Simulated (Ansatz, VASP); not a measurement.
# Mg: VASP beside Ansatz

```
CELL_PARAMETERS angstrom
3.13224 0.00000 0.00000
-1.56612 2.71260 0.00000
0.00000 0.00000 5.08688
ATOMIC_POSITIONS crystal
Mg 0.33333 0.66667 0.25000
Mg 0.66667 0.33333 0.75000
```

Alike in both runs: functional LDA; k mesh 21 × 21 × 12; occupations gaussian, width 0.1 eV; no spin polarisation.

Ansatz relaxed the structure, and its values are those at the end. VASP's run is a single point on that final structure, the one shown.

|  | VASP | Ansatz |
| --- | --- | --- |
| version | VASP 6.6.1 | Ansatz 0.2.0 |
| potentials or method | VASP PAW LDA potentials, release 64 (Mg), cutoff 520 eV | scalar-relativistic, plane waves, PAW |
| valence electrons in the cell | 4 | 20 |

Ansatz gave:

| Property | Result |
| --- | --- |
| gap on the k mesh at the Fermi level (eV) | none |
| pressure (GPa) | 0.0 |

Question: Estimate VASP's values.

Answer: gap on the k mesh at the Fermi level (eV): none; pressure (GPa): -0.3.

Ansatz warns that its potentials were made for another functional, while VASP's fit it. LDA's correlation is that of Perdew and Zunger in VASP and of Perdew and Wang (1992) in Ansatz. A gap of «none» marks a metal or a gap that the smearing closes. VASP's potentials hold 4 valence electrons a cell and Ansatz's 20, so a difference there can come from the potentials and not from the codes.
